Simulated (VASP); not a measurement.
Input of a VASP 6.6.1 run:

Contents of INCAR:

```
SYSTEM = Ga
PREC = Accurate
ENCUT = 520
EDIFF = 1E-6
ISMEAR = 0
SIGMA = 0.1
LREAL = .False.
LASPH = .True.
NELM = 100
ALGO = Normal
ISIF = 2
LWAVE = .False.
LCHARG = .False.
GGA = PE
NBANDS = 12
```

KPOINTS

```
Automatic mesh
0
Gamma
  18 18 18
  0 0 0
```

POSCAR

```
Ga
1.0
   -1.7165965488      1.7165965488      1.7165965488
    1.7165965488     -1.7165965488      1.7165965488
    1.7165965488      1.7165965488     -1.7165965488
Ga
1
Direct
    0.0000000000      0.0000000000      0.0000000000
```

Potentials or basis: VASP PAW PBE potentials, release 64 (Ga_d).

Command:

```bash
$ cat potpaw_PBE.64/Ga_d/POTCAR > POTCAR
$ mpirun -np 1 vasp_std > vasp.out
```

Q: Estimate the pressure.

A: -2.1 GPa.

Caveat: the cell differs from its parent crystal (In replaced by Ga, lengths x 0.915, strained).
